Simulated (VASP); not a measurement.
# CdF2 (Fm-3m) in VASP: notebook

Runs on CdF2. Level: PBE. Tasks: single point.

Everything below comes from runs of VASP 6.6.1. Logs are shortened: lines on timing, memory, paths and dates and some standing lists are left out, and cuts for length are marked.

## (1) The cell of the first run

Symmetry: Fm-3m, No. 225, cubic system. The conventional cell has a = 5.388 Å, b = 5.388 Å, c = 5.388 Å, α = 90.00°, β = 90.00°, γ = 90.00°. Within 3.1 Å of Cd (site symmetry m-3m) lie 8 F at 2.33 Å. Within 3.1 Å of F (site symmetry -43m) lie 4 Cd at 2.33 Å and 6 F at 2.69 Å.

## (2) Single point, PBE

Contents of INCAR:

```
  ALGO = Normal
  EDIFF = 1E-6
  ENCUT = 520
  GGA = PE
  ISIF = 2
  ISMEAR = 0
  LASPH = T
  LCHARG = F
  LREAL = F
  LWAVE = F
  NBANDS = 20
  NELM = 100
  PREC = Accurate
  SIGMA = 0.05
```

Contents of KPOINTS:

```
k-points
0
Gamma
  8 8 8
```

Contents of POSCAR:

```
CdF2
1.0
    0.0000000000      2.6940000000      2.6940000000
    2.6940000000      0.0000000000      2.6940000000
    2.6940000000      2.6940000000      0.0000000000
Cd F
1 2
Direct
    0.0000000000      0.0000000000      0.0000000000
    0.2500000000      0.2500000000      0.2500000000
    0.7500000000      0.7500000000      0.7500000000
```

Potentials or basis: VASP PAW PBE potentials, release 64 (Cd, F).

Run with:

```sh
$ cat potpaw_PBE.64/Cd/POTCAR potpaw_PBE.64/F/POTCAR > POTCAR
$ mpirun -np 1 vasp_std > vasp.out
```

OUTCAR:

```text
EDIFF = 1E-6
   ENCUT = 520
   GGA = PE
   ISIF = 2
   ISMEAR = 0
   LASPH = T
   LREAL = F
   NELM = 100
   PREC = Accurate

 ion  position               nearest neighbor table
   1  0.000  0.000  0.000-   3 2.33   3 2.33   3 2.33   2 2.33   3 2.33   2 2.33   2 2.33   2 2.33

   2  0.250  0.250  0.250-   1 2.33   1 2.33   1 2.33   1 2.33
   3  0.750  0.750  0.750-   1 2.33   1 2.33   1 2.33   1 2.33

  LATTYP: Found a face centered cubic cell.
 ALAT       =     5.3880000000

  Lattice vectors:

 A1 = (   0.0000000000,   2.6940000000,   2.6940000000)
 A2 = (   2.6940000000,   0.0000000000,   2.6940000000)
 A3 = (   2.6940000000,   2.6940000000,   0.0000000000)

Analysis of symmetry for initial positions (statically):
=====================================================================
 Subroutine PRICEL returns:
 Original cell was already a primitive cell.

 Routine SETGRP: Setting up the symmetry group for a
 face centered cubic supercell.

 Subroutine GETGRP returns: Found 48 space group operations
 (whereof 48 operations were pure point group operations)
 out of a pool of 48 trial point group operations.

The static configuration has the point symmetry O_h .

Analysis of symmetry for dynamics (positions and initial velocities):
=====================================================================
 Subroutine PRICEL returns:
 Original cell was already a primitive cell.

 Routine SETGRP: Setting up the symmetry group for a
 face centered cubic supercell.

 Subroutine GETGRP returns: Found 48 space group operations
 (whereof 48 operations were pure point group operations)
 out of a pool of 48 trial point group operations.

The dynamic configuration has the point symmetry O_h .

 Subroutine INISYM returns: Found 48 space group operations
 (whereof 48 operations are pure point group operations),
 and found     1 'primitive' translations

----------------------------------------------------------------------------------------

                                     Primitive cell

  volume of cell :      39.1041

  direct lattice vectors                    reciprocal lattice vectors
     0.000000000  2.694000000  2.694000000    -0.185597624  0.185597624  0.185597624
     2.694000000  0.000000000  2.694000000     0.185597624 -0.185597624  0.185597624
     2.694000000  2.694000000  0.000000000     0.185597624  0.185597624 -0.185597624

  length of vectors
     3.809891337  3.809891337  3.809891337     0.321464515  0.321464515  0.321464515

  position of ions in fractional coordinates (direct lattice)
     0.000000000  0.000000000  0.000000000
     0.250000000  0.250000000  0.250000000
     0.750000000  0.750000000  0.750000000

  ion indices of the primitive-cell ions
   primitive index   ion index
                 1           1
                 2           2
                 3           3

----------------------------------------------------------------------------------------

 KPOINTS: k-points

Automatic generation of k-mesh.
 Grid dimensions read from file:
 generate k-points for:    8    8    8

 Generating k-lattice:

  Cartesian coordinates                     Fractional coordinates (reciprocal lattice)
    -0.023199703  0.023199703  0.023199703     0.125000000  0.000000000  0.000000000
     0.023199703 -0.023199703  0.023199703     0.000000000  0.125000000  0.000000000
     0.023199703  0.023199703 -0.023199703     0.000000000  0.000000000  0.125000000

  Length of vectors
     0.040183064  0.040183064  0.040183064

  Shift w.r.t. Gamma in fractional coordinates (k-lattice)
     0.000000000  0.000000000  0.000000000

 Subroutine IBZKPT returns following result:
 ===========================================

 Found     29 irreducible k-points:

 Following reciprocal coordinates:
            Coordinates               Weight
  0.000000  0.000000  0.000000      1.000000
  0.125000  0.000000  0.000000      8.000000
  0.250000  0.000000  0.000000      8.000000
  0.375000  0.000000  0.000000      8.000000
  0.500000  0.000000  0.000000      4.000000
  0.125000  0.125000  0.000000      6.000000
[... 16 lines left out ...]
  0.500000  0.250000  0.125000     48.000000
 -0.375000  0.250000  0.125000     24.000000
 [... further k-points ...]
   k-points           NKPTS =     29   k-points in BZ     NKDIM =     29   number of bands    NBANDS=     20
   number of dos      NEDOS =    301   number of ions     NIONS =      3
   total plane-waves  NPLWV =  21952
   dimension x,y,z NGX =    28 NGY =   28 NGZ =   28
   dimension x,y,z NGXF=    56 NGYF=   56 NGZF=   56
   ions per type =               1   2
   NGX,Y,Z   is equivalent  to a cutoff of  12.22, 12.22, 12.22 a.u.
   NGXF,Y,Z  is equivalent  to a cutoff of  24.44, 24.44, 24.44 a.u.
 SYSTEM =  unknown system
   PREC   = accura    normal or accurate (medium, high low for compatibility)
   ISTART =      0    job   : 0-new  1-cont  2-samecut
   ICHARG =      2    charge: 1-file 2-atom 10-const
   ISPIN  =      1    spin polarized calculation?
   LNONCOLLINEAR =      F non collinear calculations
   LSORBIT =      F    spin-orbit coupling
   LASPH  =      T    aspherical Exc in radial PAW
   ENCUT  =  520.0 eV  38.22 Ry    6.18 a.u.   7.08  7.08  7.08*2*pi/ulx,y,z
   NELM   =    100;   NELMIN=  2; NELMDL= -5     # of ELM steps
   EDIFF  = 0.1E-05   stopping-criterion for ELM
   LREAL  =      F    real-space projection
   EDIFFG = 0.1E-04   stopping-criterion for IOM
   NSW    =      0    number of steps for IOM
   IBRION =     -1    ionic relax: 0-MD 1-quasi-New 2-CG
   NFREE  =      0    steps in history (QN), initial steepest desc. (CG)
   ISIF   =      2    stress and relaxation
   ISYM   =      2    0-nonsym 1-usesym 2-fastsym
   POTIM  = 0.5000    time-step for ionic-motion
   TEBEG  =    0.0;   TEEND  =   0.0 temperature during run
   PSTRESS=    0.0 pullay stress
   NELECT =      26.0000    total number of electrons
   NUPDOWN=      -1.0000    fix difference up-down
   EMIN   =  10.00;   EMAX   =-10.00  energy-range for DOS
   EFERMI =   0.00;   METHOD = LEGACY
   ISMEAR =     0;   SIGMA  =   0.05  broadening in eV -4-tet -1-fermi 0-gaus
   EFERMI_NEDOS =   21; number of points for ismear=-14 and -15
   IALGO  =     38    algorithm
   IMIX   =      4    mixing-type and parameters
     AMIX     =   0.40;   BMIX     =  1.00
     AMIX_MAG =   1.60;   BMIX_MAG =  1.00
  volume/ion in A,a.u.               =      13.03        87.96
  Fermi-wavevector in a.u.,A,eV,Ry     =   1.428867  2.700166 27.778468  2.041660
  Thomas-Fermi vector in A             =   2.548882
   LORBIT       =      0    0 simple, 1 ext, 2 COOP (PROOUT), +10 PAW based schemes
   GGA     = PE    functional components
   LHFCALC =     F    Hartree Fock is set to
   AEXX    =    0.0000 exact exchange contribution
   IVDW    =     0    specifies the selected vdW correction
   LEPSILON=     F    determine dielectric tensor
   LRPA    =     F    only Hartree local field effects (RPA)
 non-spin polarized calculation
 Gauss-broadening in eV      SIGMA  =   0.05
  energy-cutoff  :      520.00
  volume of cell :       39.10
 maximum number of plane-waves:      1067
   NGX = 15   NGY = 15   NGZ = 15

 number of electron      25.9999990 magnetization

 Free energy of the ion-electron system (eV)
  ---------------------------------------------------
  ext. energy  EPLUGINS =         0.00000000
  ---------------------------------------------------
  free energy    TOTEN  =       -10.85937006 eV

  energy without entropy =      -10.85937006  energy(sigma->0) =      -10.85937006

 E-fermi :  -1.0234     XC(G=0): -10.4121

 val. band max:       -1.3115484771   @ k =  -0.2500   0.5000   0.2500
 cond. band min:       1.7564575808   @ k =   0.0000   0.0000   0.0000
 fundamental gap:      3.0680060579
 Fermi energy:        -1.0233944160

 k-point     1 :       0.0000    0.0000    0.0000
  band No.  band energies     occupation
      1     -22.1168      2.00000
      2     -21.0120      2.00000
      3      -6.9269      2.00000
      4      -6.9269      2.00000
      5      -6.9269      2.00000
      6      -5.7193      2.00000
[... 12 lines left out ...]
     19      18.5864      0.00000
     20      18.5864      0.00000

 k-point     2 :       0.1250    0.0000    0.0000
  band No.  band energies     occupation
      1     -22.0668      2.00000
      2     -21.0555      2.00000
      3      -6.8679      2.00000
      4      -6.8679      2.00000
      5      -6.7611      2.00000
      6      -5.7371      2.00000
[... 12 lines left out ...]
     19      18.1867      0.00000
     20      18.1867      0.00000

 k-point     3 :       0.2500    0.0000    0.0000
  band No.  band energies     occupation
      1     -21.9325      2.00000
      2     -21.1758      2.00000
      3      -6.7321      2.00000
      4      -6.7321      2.00000
      5      -6.3161      2.00000
      6      -5.7517      2.00000
[... 12 lines left out ...]
     19      17.5202      0.00000
     20      18.2706      0.00000

 k-point     4 :       0.3750    0.0000    0.0000
  band No.  band energies     occupation
      1     -21.7469      2.00000
      2     -21.3435      2.00000
      3      -6.6206      2.00000
      4      -6.6206      2.00000
      5      -5.7591      2.00000
      6      -5.7000      2.00000
[... 12 lines left out ...]
     19      17.0445      0.00000
     20      17.7973      0.00000

 k-point     5 :       0.5000    0.0000    0.0000
  band No.  band energies     occupation
      1     -21.5784      2.00000
      2     -21.5039      2.00000
      3      -6.5870      2.00000
      4      -6.5870      2.00000
      5      -5.6484      2.00000
      6      -5.6484      2.00000
[... 12 lines left out ...]
     19      16.8751      0.00000
     20      17.4475      0.00000
[... 353 lines left out ...]
      6      -5.6036      2.00000
[... 12 lines left out ...]
     19      18.1431      0.00000
     20      20.1273      0.00000

 k-point    22 :       0.3750    0.2500    0.1250
  band No.  band energies     occupation
      1     -21.8384      2.00000
      2     -21.2509      2.00000
      3      -6.5927      2.00000
      4      -6.5519      2.00000
      5      -6.0486      2.00000
      6      -5.9866      2.00000
[... 12 lines left out ...]
     19      18.1626      0.00000
     20      20.5368      0.00000

 k-point    23 :       0.5000    0.2500    0.1250
  band No.  band energies     occupation
      1     -21.6891      2.00000
      2     -21.3804      2.00000
      3      -6.5019      2.00000
      4      -6.4009      2.00000
      5      -5.9518      2.00000
      6      -5.7130      2.00000
[... 12 lines left out ...]
     19      17.6164      0.00000
     20      20.5774      0.00000

 k-point    24 :      -0.3750    0.2500    0.1250
  band No.  band energies     occupation
      1     -21.5489      2.00000
      2     -21.5116      2.00000
      3      -6.4721      2.00000
      4      -6.3622      2.00000
      5      -5.7758      2.00000
      6      -5.7530      2.00000
[... 12 lines left out ...]
     19      17.4033      0.00000
     20      20.9786      0.00000

 [... further k-points ...]
[... 5 lines left out ...]
  --------------------------------------------------------------------------------------
  -------------------------------------------------------------------------------------
  Total        1.5146905      1.5146905      1.5146905     -0.0000000     -0.0000000      0.0000000
  in kB       62.0599927     62.0599927     62.0599927     -0.0000000     -0.0000000      0.0000000
  external PRESSURE =      62.0599927 kB  Pullay stress =       0.0000000 kB

 VOLUME and BASIS-vectors are now :
 -----------------------------------------------------------------------------
  energy-cutoff  :      520.00
  volume of cell :       39.10
      direct lattice vectors                 reciprocal lattice vectors
     0.000000000  2.694000000  2.694000000    -0.185597624  0.185597624  0.185597624
     2.694000000  0.000000000  2.694000000     0.185597624 -0.185597624  0.185597624
     2.694000000  2.694000000  0.000000000     0.185597624  0.185597624 -0.185597624

 POSITION                                       TOTAL-FORCE (eV/Angst)
 -----------------------------------------------------------------------------------
      0.00000      0.00000      0.00000        -0.000000     -0.000000     -0.000000
      1.34700      1.34700      1.34700        -0.000000     -0.000000     -0.000000
      4.04100      4.04100      4.04100         0.000000      0.000000      0.000000
 -----------------------------------------------------------------------------------
    total drift:                                0.000000      0.000000      0.000000

  FREE ENERGIE OF THE ION-ELECTRON SYSTEM (eV)
  ---------------------------------------------------
  free  energy   TOTEN  =       -10.8593700607 eV

  energy  without entropy=      -10.8593700607  energy(sigma->0) =      -10.85937006
```

It took 12 s on 1 thread of Intel Xeon 6975P-C (Granite Rapids), shared host; peak memory 0.16 GiB.

Results:

```yaml
Free_energy: -10.8594 eV
Pressure: 6.2 GPa
Band_gap_on_the_k_mesh: 3.07 eV, indirect (least direct gap 3.57 eV)
```

A k mesh can miss the band edges. A hybrid or GW would open this gap; PBE tends to underestimate it.

## (3) Single point, PBE

Contents of INCAR:

```
SYSTEM = CdF2
PREC = Accurate
ENCUT = 520
EDIFF = 1E-7
ISMEAR = 0
SIGMA = 0.05
LREAL = .FALSE.
LASPH = .TRUE.
NELM = 60
ALGO = Normal
ISIF = 2
LWAVE = .FALSE.
LCHARG = .FALSE.
GGA = PE
NBANDS = 20
```

Contents of KPOINTS:

```
Automatic mesh
0
G
  8 8 8
  0 0 0
```

POSCAR is that of step 2.

Potentials or basis: VASP PAW PBE potentials, release 64 (Cd, F).

Run with:

```sh
$ cat potpaw_PBE.64/Cd/POTCAR potpaw_PBE.64/F/POTCAR > POTCAR
$ mpirun -np 1 vasp_std > vasp.out
```

Run time: 12 s. Hardware: 1 thread of Intel Xeon 6975P-C (Granite Rapids), shared host; peak memory 0.16 GiB.

Results (log left out):

| Quantity | Value |
| --- | --- |
| Free energy | -10.8594 eV |
| Pressure | 6.2 GPa |
| Band gap on the k mesh | 3.07 eV, indirect (least direct gap 3.57 eV) |

Levels at points of the mesh, in eV from the valence-band top:
```csv
k point,band 10,band 11,band 12,band 13,band 14,band 15,band 16,band 17
"(0.00, 0.00, 0.00)",-0.97,-0.50,-0.50,-0.50,3.07,12.70,12.70,12.70
"(0.50, 0.00, 0.00)",-1.84,-1.84,-0.40,-0.40,7.17,9.16,14.50,14.50
"(0.50, 0.50, 0.00)",-2.96,-0.50,-0.09,-0.09,8.00,9.65,11.92,14.29
```

A k mesh can miss the band edges.
